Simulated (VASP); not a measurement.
# Ba (Immm) in VASP: single point with LDA

Aim: the single point of Ba with LDA.

Program: VASP 6.6.1. These are calculated values, not measurements. Logs are shortened: lines on timing, memory, paths and dates and some standing lists are left out, and cuts for length are marked.

## (1) The cell of the first run

Symmetry: Immm, No. 71, orthorhombic system. The conventional cell has a = 4.938 Å, b = 5.000 Å, c = 5.062 Å, α = 90.00°, β = 90.00°, γ = 90.00°. Ba (site symmetry mmm) has 14 Ba at 4.33 to 5.06 Å within 5.7 Å.

## (2) Single point, LDA (strain +0.0125 x Voigt [1, -1, 0, 0, 0, 0])

INCAR

```
PREC = Accurate ; ENCUT = 520
EDIFF = 1E-7 ; ISMEAR = 0
SIGMA = 0.15 ; LREAL = False
LASPH = True ; NELM = 60
ALGO = Fast ; ISIF = 2
LWAVE = False ; LCHARG = True
GGA = CA ; LELF = True
LVHAR = True ; NBANDS = 11
```

KPOINTS

```
regular mesh
0
Gamma
  14 14 14
```

POSCAR

```
Ba
1.0
   -2.5312500000      2.4687500000      2.5000000000
    2.5312500000     -2.4687500000      2.5000000000
    2.5312500000      2.4687500000     -2.5000000000
Ba
1
Direct
    0.0000000000      0.0000000000      0.0000000000
```

Potentials or basis: VASP PAW LDA potentials, release 64 (Ba_sv).

On the command line:

```
$ cat potpaw_LDA.64/Ba_sv/POTCAR > POTCAR
$ mpirun -np 1 vasp_std > vasp.out
```

OUTCAR:

```text
PREC = Accurate
   ENCUT = 520
   EDIFF = 1E-7
   ISMEAR = 0
   LREAL = False
   LASPH = True
   NELM = 60
   ISIF = 2
   GGA = CA

 ion  position               nearest neighbor table
   1  0.000  0.000  0.000-

  LATTYP: Found a body centered orthorhombic cell.
 ALAT       =     4.9375000000
 B/A-ratio  =     1.0126582278
 C/A-ratio  =     1.0253164557

  Lattice vectors:

 A1 = (  -2.5312500000,  -2.4687500000,  -2.5000000000)
 A2 = (  -2.5312500000,   2.4687500000,   2.5000000000)
 A3 = (   2.5312500000,   2.4687500000,  -2.5000000000)

Analysis of symmetry for initial positions (statically):
=====================================================================
 Subroutine PRICEL returns:
 Original cell was already a primitive cell.

 Routine SETGRP: Setting up the symmetry group for a
 body centered orthorhombic supercell.

 Subroutine GETGRP returns: Found  8 space group operations
 (whereof  8 operations were pure point group operations)
 out of a pool of  8 trial point group operations.

The static configuration has the point symmetry D_2h.

Analysis of symmetry for dynamics (positions and initial velocities):
=====================================================================
 Subroutine PRICEL returns:
 Original cell was already a primitive cell.

 Routine SETGRP: Setting up the symmetry group for a
 body centered orthorhombic supercell.

 Subroutine GETGRP returns: Found  8 space group operations
 (whereof  8 operations were pure point group operations)
 out of a pool of  8 trial point group operations.

The dynamic configuration has the point symmetry D_2h.

 Subroutine INISYM returns: Found  8 space group operations
 (whereof  8 operations are pure point group operations),
 and found     1 'primitive' translations

----------------------------------------------------------------------------------------

                                     Primitive cell

  volume of cell :      62.4902

  direct lattice vectors                    reciprocal lattice vectors
    -2.531250000  2.468750000  2.500000000     0.000000000  0.202531646  0.200000000
     2.531250000 -2.468750000  2.500000000     0.197530864  0.000000000  0.200000000
     2.531250000  2.468750000 -2.500000000     0.197530864  0.202531646  0.000000000

  length of vectors
     4.330352540  4.330352540  4.330352540     0.284638486  0.281102192  0.282909013

  position of ions in fractional coordinates (direct lattice)
     0.000000000  0.000000000  0.000000000

  ion indices of the primitive-cell ions
   primitive index   ion index
                 1           1

----------------------------------------------------------------------------------------

 KPOINTS: regular mesh

Automatic generation of k-mesh.
 Grid dimensions read from file:
 generate k-points for:   14   14   14

 Generating k-lattice:

  Cartesian coordinates                     Fractional coordinates (reciprocal lattice)
     0.000000000  0.014466546  0.014285714     0.071428571  0.000000000  0.000000000
     0.014109347  0.000000000  0.014285714    -0.000000000  0.071428571  0.000000000
     0.014109347  0.014466546  0.000000000    -0.000000000  0.000000000  0.071428571

  Length of vectors
     0.020331320  0.020078728  0.020207787

  Shift w.r.t. Gamma in fractional coordinates (k-lattice)
     0.000000000  0.000000000  0.000000000

 Subroutine IBZKPT returns following result:
 ===========================================

 Found    428 irreducible k-points:

 Following reciprocal coordinates:
            Coordinates               Weight
  0.000000  0.000000  0.000000      1.000000
  0.071429 -0.000000  0.000000      4.000000
  0.142857 -0.000000  0.000000      4.000000
  0.214286  0.000000 -0.000000      4.000000
  0.285714 -0.000000  0.000000      4.000000
  0.357143 -0.000000  0.000000      4.000000
[... 16 lines left out ...]
 -0.000000  0.142857  0.000000      4.000000
  0.071429  0.142857  0.000000      8.000000
 [... further k-points ...]
   k-points           NKPTS =    428   k-points in BZ     NKDIM =    428   number of bands    NBANDS=     11
   number of dos      NEDOS =    301   number of ions     NIONS =      1
   total plane-waves  NPLWV =  32768
   dimension x,y,z NGX =    32 NGY =   32 NGZ =   32
   dimension x,y,z NGXF=    64 NGYF=   64 NGZF=   64
   ions per type =               1
   NGX,Y,Z   is equivalent  to a cutoff of  12.29, 12.29, 12.29 a.u.
   NGXF,Y,Z  is equivalent  to a cutoff of  24.57, 24.57, 24.57 a.u.
 SYSTEM =  unknown system
   PREC   = accura    normal or accurate (medium, high low for compatibility)
   ISTART =      0    job   : 0-new  1-cont  2-samecut
   ICHARG =      2    charge: 1-file 2-atom 10-const
   ISPIN  =      1    spin polarized calculation?
   LNONCOLLINEAR =      F non collinear calculations
   LSORBIT =      F    spin-orbit coupling
   LASPH  =      T    aspherical Exc in radial PAW
   ENCUT  =  520.0 eV  38.22 Ry    6.18 a.u.   8.05  8.05  8.05*2*pi/ulx,y,z
   NELM   =     60;   NELMIN=  2; NELMDL= -5     # of ELM steps
   EDIFF  = 0.1E-06   stopping-criterion for ELM
   LREAL  =      F    real-space projection
   EDIFFG = 0.1E-05   stopping-criterion for IOM
   NSW    =      0    number of steps for IOM
   IBRION =     -1    ionic relax: 0-MD 1-quasi-New 2-CG
   NFREE  =      0    steps in history (QN), initial steepest desc. (CG)
   ISIF   =      2    stress and relaxation
   ISYM   =      2    0-nonsym 1-usesym 2-fastsym
   POTIM  = 0.5000    time-step for ionic-motion
   TEBEG  =    0.0;   TEEND  =   0.0 temperature during run
   PSTRESS=    0.0 pullay stress
   NELECT =      10.0000    total number of electrons
   NUPDOWN=      -1.0000    fix difference up-down
   EMIN   =  10.00;   EMAX   =-10.00  energy-range for DOS
   EFERMI =   0.00;   METHOD = LEGACY
   ISMEAR =     0;   SIGMA  =   0.15  broadening in eV -4-tet -1-fermi 0-gaus
   EFERMI_NEDOS =   21; number of points for ismear=-14 and -15
   IALGO  =     68    algorithm
   IMIX   =      4    mixing-type and parameters
     AMIX     =   0.40;   BMIX     =  1.00
     AMIX_MAG =   1.60;   BMIX_MAG =  1.00
  volume/ion in A,a.u.               =      62.49       421.70
  Fermi-wavevector in a.u.,A,eV,Ry     =   0.888800  1.679589 10.748136  0.789966
  Thomas-Fermi vector in A             =   2.010277
   LORBIT       =      0    0 simple, 1 ext, 2 COOP (PROOUT), +10 PAW based schemes
   GGA     = CA    functional components
   LHFCALC =     F    Hartree Fock is set to
   AEXX    =    0.0000 exact exchange contribution
   IVDW    =     0    specifies the selected vdW correction
   LEPSILON=     F    determine dielectric tensor
   LRPA    =     F    only Hartree local field effects (RPA)
 non-spin polarized calculation
 RMM-DIIS sequential band-by-band and
 Gauss-broadening in eV      SIGMA  =   0.15
  energy-cutoff  :      520.00
  volume of cell :       62.49
 maximum number of plane-waves:      1706
   NGX = 17   NGY = 17   NGZ = 17

 number of electron      10.0000000 magnetization

 number of electron       9.9999999 magnetization

 Free energy of the ion-electron system (eV)
  ---------------------------------------------------
  ext. energy  EPLUGINS =         0.00000000
  ---------------------------------------------------
  free energy    TOTEN  =        -2.22258753 eV

  energy without entropy =       -2.20899368  energy(sigma->0) =       -2.21579061

 E-fermi :   1.4531     XC(G=0):  -7.6424

 val. band max:        1.4522885429   @ k =  -0.2857   0.5000   0.2857
 cond. band min:       1.4560945159   @ k =  -0.2857  -0.4286   0.2857
 fundamental gap:      0.0038059731
 Fermi energy:         1.4531158468

 k-point     1 :       0.0000    0.0000    0.0000
  band No.  band energies     occupation
      1     -27.3520      2.00000
      2     -12.3091      2.00000
      3     -12.3087      2.00000
      4     -12.3080      2.00000
      5      -1.3036      2.00000
      6       3.1414      0.00000
      7       3.2192      0.00000
      8       3.2926      0.00000
      9       4.5839      0.00000
     10       4.7752      0.00000
     11       8.3692      0.00000

 k-point     2 :       0.0714   -0.0000    0.0000
  band No.  band energies     occupation
      1     -27.3497      2.00000
      2     -12.3341      2.00000
      3     -12.3172      2.00000
      4     -12.3087      2.00000
      5      -1.2045      2.00000
      6       3.0913      0.00000
      7       3.2504      0.00000
      8       3.2869      0.00000
      9       4.5630      0.00000
     10       4.6574      0.00000
     11       8.5943      0.00000

 k-point     3 :       0.1429   -0.0000    0.0000
  band No.  band energies     occupation
      1     -27.3433      2.00000
      2     -12.4050      2.00000
      3     -12.3400      2.00000
      4     -12.3099      2.00000
      5      -0.9221      2.00000
      6       2.8884      0.00000
      7       3.0747      0.00000
      8       3.5768      0.00000
      9       4.4339      0.00000
     10       4.6133      0.00000
     11       8.8790      0.00000

 k-point     4 :       0.2143    0.0000   -0.0000
  band No.  band energies     occupation
      1     -27.3340      2.00000
      2     -12.5046      2.00000
      3     -12.3725      2.00000
      4     -12.3115      2.00000
      5      -0.5027      2.00000
      6       2.6293      0.00000
      7       2.7711      0.00000
      8       4.0562      0.00000
      9       4.4449      0.00000
     10       4.6605      0.00000
     11       8.9801      0.00000

 k-point     5 :       0.2857   -0.0000    0.0000
  band No.  band energies     occupation
      1     -27.3237      2.00000
      2     -12.6114      2.00000
      3     -12.4081      2.00000
      4     -12.3134      2.00000
      5      -0.0367      2.00000
      6       2.3808      0.00000
      7       2.5158      0.00000
      8       4.5859      0.00000
      9       4.7007      0.00000
     10       4.7774      0.00000
     11       8.5579      0.00000
[... 211 lines left out ...]
 k-point    21 :      -0.1429    0.0714   -0.0000
  band No.  band energies     occupation
      1     -27.3454      2.00000
      2     -12.3837      2.00000
      3     -12.3252      2.00000
      4     -12.3158      2.00000
      5      -1.0134      2.00000
      6       2.9884      0.00000
      7       3.0853      0.00000
      8       3.5045      0.00000
      9       4.4159      0.00000
     10       4.6504      0.00000
     11       8.7200      0.00000

 k-point    22 :      -0.0714    0.0714   -0.0000
  band No.  band energies     occupation
      1     -27.3497      2.00000
      2     -12.3343      2.00000
      3     -12.3166      2.00000
      4     -12.3087      2.00000
      5      -1.2058      2.00000
      6       3.1139      0.00000
      7       3.1821      0.00000
      8       3.3404      0.00000
      9       4.5012      0.00000
     10       4.7167      0.00000
     11       8.5410      0.00000

 k-point    23 :      -0.0000    0.1429    0.0000
  band No.  band energies     occupation
      1     -27.3435      2.00000
      2     -12.4059      2.00000
      3     -12.3370      2.00000
      4     -12.3086      2.00000
      5      -0.9321      2.00000
      6       2.9691      0.00000
      7       2.9883      0.00000
      8       3.6459      0.00000
      9       4.2749      0.00000
     10       4.7347      0.00000
     11       8.7825      0.00000

 k-point    24 :       0.0714    0.1429    0.0000
  band No.  band energies     occupation
      1     -27.3378      2.00000
      2     -12.4671      2.00000
      3     -12.3502      2.00000
      4     -12.3176      2.00000
      5      -0.6712      2.00000
      6       2.7830      0.00000
      7       2.8472      0.00000
      8       3.9334      0.00000
      9       4.1905      0.00000
     10       4.7965      0.00000
     11       8.9700      0.00000

 [... further k-points ...]

------------------------ aborting loop because EDIFF is reached ----------------------------------------

  FORCE on cell =-STRESS in cart. coord.  units (eV):
  Direction    XX          YY          ZZ          XY          YZ          ZX
  --------------------------------------------------------------------------------------
  -------------------------------------------------------------------------------------
  Total       -0.4870139     -0.4482207     -0.4703967      0.0000000      0.0000000      0.0000000
  in kB      -12.4864729    -11.4918603    -12.0604285      0.0000000      0.0000000      0.0000000
  external PRESSURE =     -12.0129206 kB  Pullay stress =       0.0000000 kB

 VOLUME and BASIS-vectors are now :
 -----------------------------------------------------------------------------
  energy-cutoff  :      520.00
  volume of cell :       62.49
      direct lattice vectors                 reciprocal lattice vectors
    -2.531250000  2.468750000  2.500000000     0.000000000  0.202531646  0.200000000
     2.531250000 -2.468750000  2.500000000     0.197530864  0.000000000  0.200000000
     2.531250000  2.468750000 -2.500000000     0.197530864  0.202531646  0.000000000

 POSITION                                       TOTAL-FORCE (eV/Angst)
 -----------------------------------------------------------------------------------
      0.00000      0.00000      0.00000        -0.000000      0.000000      0.000000
 -----------------------------------------------------------------------------------
    total drift:                               -0.000000      0.000000      0.000000

  FREE ENERGIE OF THE ION-ELECTRON SYSTEM (eV)
  ---------------------------------------------------
  free  energy   TOTEN  =        -2.2225875301 eV

  energy  without entropy=       -2.2089936822  energy(sigma->0) =       -2.21579061
```

Run time: 3.1 min. Hardware: 1 thread of Intel Xeon Platinum 8259CL at 2.50GHz (Skylake/Cascade Lake), shared host; peak memory 0.39 GiB.

What came out:

* Free energy: -2.2226 eV
* Pressure: -1.2 GPa
* Band gap on the k mesh: zero (band 5 reaches 1.91 eV, above the bottom of band 6 at 0.93 eV)

Caveat: the cell differs from its parent crystal (strain +0.0125 x Voigt [1, -1, 0, 0, 0, 0]); spin-orbit coupling is left out, which moves the levels of the heavy elements.
